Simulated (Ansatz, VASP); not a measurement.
**Hf in VASP and in Ansatz**

The input INCAR:

```
  ALGO = Normal
  EDIFF = 1E-6
  ENCUT = 520
  GGA = RP
  ISIF = 2
  ISMEAR = -1
  LASPH = T
  LCHARG = T
  LELF = T
  LREAL = F
  LVHAR = T
  LWAVE = F
  NBANDS = 17
  NELM = 100
  PREC = Accurate
  SIGMA = 0.05
```

KPOINTS

```
k-points
0
Gamma
  6 6 3
```

POSCAR

```
Hf
1.0
    3.1967000000      0.0000000000      0.0000000000
   -1.5983500000      2.7684234083      0.0000000000
    0.0000000000      0.0000000000      5.0578000000
Hf
2
Direct
    0.6666666667      0.3333333333      0.7500000000
    0.3333333333      0.6666666667      0.2500000000
```

Contents of input.yaml:

```yaml
crystal:
  lattice:
    - [3.1967, 0.0, 0.0]
    - [-1.59835, 2.7684234083, 0.0]
    - [0.0, 0.0, 5.0578]
  atoms:
    - { symbol: Hf, position: [0.6666666667, 0.3333333333, 0.75] }
    - { symbol: Hf, position: [0.3333333333, 0.6666666667, 0.25] }
hamiltonian:
  xc: rpbe
  pseudopotentials: { kind: paw }
kpoints:
  mp_grid: { grid: [6, 6, 3] }
  band_path:
    path:
      - [[0.0, 0.0, 0.0], [0.5, 0.0, 0.0], [0.3333333333, 0.3333333333, 0.0], [0.0, 0.0, 0.0], [0.0, 0.0, 0.5], [0.5, 0.0, 0.5], [0.3333333333, 0.3333333333, 0.5], [0.0, 0.0, 0.5]]
      - [[0.5, 0.0, 0.5], [0.5, 0.0, 0.0]]
      - [[0.3333333333, 0.3333333333, 0.0], [0.3333333333, 0.3333333333, 0.5]]
    npoints: 14
scf:
  occupations: { method: fermi_dirac, width: 0.05 }
  n_extra_bands: 6
output:
  forces: true
  stress: true
  eigenvalues: true
  fatbands: false
  write_density: true
  write_potential: true
  elf: true
  volumetric_format: npy
```

Alike in both runs: functional RPBE; k mesh 6 × 6 × 3; occupations fermi-dirac, width 0.05 eV; no spin polarisation.

```csv
,VASP,Ansatz
version,VASP 6.6.1,Ansatz 0.2.0
potentials or method,"VASP PAW PBE potentials, release 64 (Hf_pv)",Ansatz PAW
plane-wave cutoff (eV),520,420
valence electrons in the cell,20,52
task,single point,band structure
```

VASP gave:

```
gap on the k mesh at the Fermi level (eV)                     : none
pressure (GPa)                                                : 3.8
traceless stress, the component that is largest in VASP (GPa) : 0.25
```

Question: Which values does Ansatz return?

Answer: gap on the k mesh at the Fermi level (eV): none; pressure (GPa): 4.2; traceless stress, the component that is largest in VASP (GPa): 0.31.

VASP's potentials were made for PBE, not for RPBE. A gap of «none» marks a metal or a gap that the smearing closes. VASP's potentials hold 20 valence electrons a cell and Ansatz's 52, so a difference there can come from the potentials and not from the codes.

The k mesh is coarse, so the values compare programs but aren't converged. Spin-orbit coupling is off throughout.
